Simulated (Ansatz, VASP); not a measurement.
# HfB2 in VASP and in Ansatz

Contents of INCAR:

```
PREC     = Accurate       # precision mode
ENCUT    = 520            # plane-wave cutoff, eV
EDIFF    = 1E-7           # SCF threshold, eV
ISMEAR   = -1             # smearing method
SIGMA    = 0.03           # smearing width, eV
LREAL    = False          # projectors in reciprocal space
LASPH    = True           # aspherical terms in the spheres
NELM     = 100            # most SCF steps
ALGO     = Normal         # electronic algorithm
ISIF     = 2              # what is computed and relaxed
LWAVE    = False          # write WAVECAR
LCHARG   = False          # write CHGCAR
GGA      = PS             # functional
NBANDS   = 15             # bands
```

KPOINTS

```
regular mesh
0
Gamma
  15 15 12
```

Contents of POSCAR:

```
HfB2
1.0
    3.1400001005     -0.0157000005     -0.0157000005
   -1.5835966496      2.7271698552     -0.0057465990
   -0.0174000000     -0.0174000000      3.4800000000
Hf B
1 2
Direct
    0.0000000000      0.0000000000      0.0000000000
    0.3333333333      0.6666666667      0.5000000000
    0.6666666667      0.3333333333      0.5000000000
```

Input for Ansatz:

```yaml
crystal:
  lattice:
    - [3.1400001005, -0.0157000005, -0.0157000005]
    - [-1.5835966496, 2.7271698552, -0.005746599]
    - [-0.0174, -0.0174, 3.48]
  atoms:
    - { symbol: Hf, position: [0.0, 0.0, 0.0] }
    - { symbol: B, position: [0.3333333333, 0.6666666667, 0.5] }
    - { symbol: B, position: [0.6666666667, 0.3333333333, 0.5] }
kpoints:
  mp_grid: { grid: [15, 15, 12] }
  band_path:
    path:
      - [0.0, 0.0, 0.0]
      - [0.0, 0.0, 0.5]
      - [-0.5, 0.5, 0.0]
      - [0.0, 0.0, 0.0]
      - [0.0, -0.5, 0.0]
      - [-0.5, 0.0, 0.5]
      - [0.0, 0.0, 0.0]
      - [-0.5, 0.0, 0.0]
      - [0.0, -0.5, 0.5]
    npoints: 5
scf:
  occupations: { method: fermi_dirac, width: 0.03 }
hamiltonian:
  xc: pbesol
  pseudopotentials: { kind: all_electron, lapw: { basis_error: 0.001 } }
output:
  forces: true
  stress: true
  eigenvalues: true
```

Change from the starting cell: equal xy, yz and zx shear strains of -1 %.

Alike in both runs: task single point; functional PBEsol; k mesh 15 × 15 × 12; occupations fermi-dirac, width 0.03 eV; no spin polarisation.

|  | VASP | Ansatz |
| --- | --- | --- |
| version | VASP 6.6.1 | Ansatz 0.2.0 |
| potentials or method | VASP PAW PBE potentials, release 64 (Hf_pv, B), cutoff 520 eV | all-electron LAPW, scalar-relativistic |

```csv
,VASP,Ansatz,Ansatz less VASP
pressure (GPa),-4.4,-4.2,+0.17
"traceless stress, the component that is largest in VASP (GPa)",2.72,2.71,-0.018
rms of the force components (eV/Å),0.004,0.004,+0.0002
```

VASP's potentials were made for PBE, not for PBEsol. Atom by atom the forces differ by 0.000 eV/Å (rms over components). Ansatz ran all-electron here, and VASP with PAW potentials.

Neither program's run includes spin-orbit coupling.
